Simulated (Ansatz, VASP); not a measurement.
## One calculation of SnO, two programs

```
Sn O
1.0
     4.01200    0.00001    0.00000
    -0.00001    4.01200    0.00000
     0.00000    0.00000   30.63443
Sn O
2 2
Direct
  0.99985 0.99985 0.46142
  0.49985 0.49985 0.53858
  0.99985 0.49985 0.50000
  0.49985 0.99985 0.50000
```

Alike in both runs: task single point; functional PBE; dispersion D3(BJ); k mesh 6 × 6 × 1; occupations gaussian, width 0.02 eV; no spin polarisation.

|  | VASP | Ansatz |
| --- | --- | --- |
| version | VASP 6.6.1 | Ansatz 0.2.0 |
| potentials or method | VASP PAW PBE potentials, release 64 (Sn_d, O), cutoff 520 eV | scalar-relativistic, plane waves, PAW |
| valence electrons in the cell | 40 | 40 |

```tsv
	VASP	Ansatz	Ansatz less VASP
gap on the k mesh at the Fermi level (eV)	2.61	2.64	+0.029
least direct gap on the mesh (eV)	2.62	2.64	+0.028
rms of the force components (eV/Å)	0.355	0.380	+0.0247
```

Ansatz's warnings: structure snapped to symmetry.
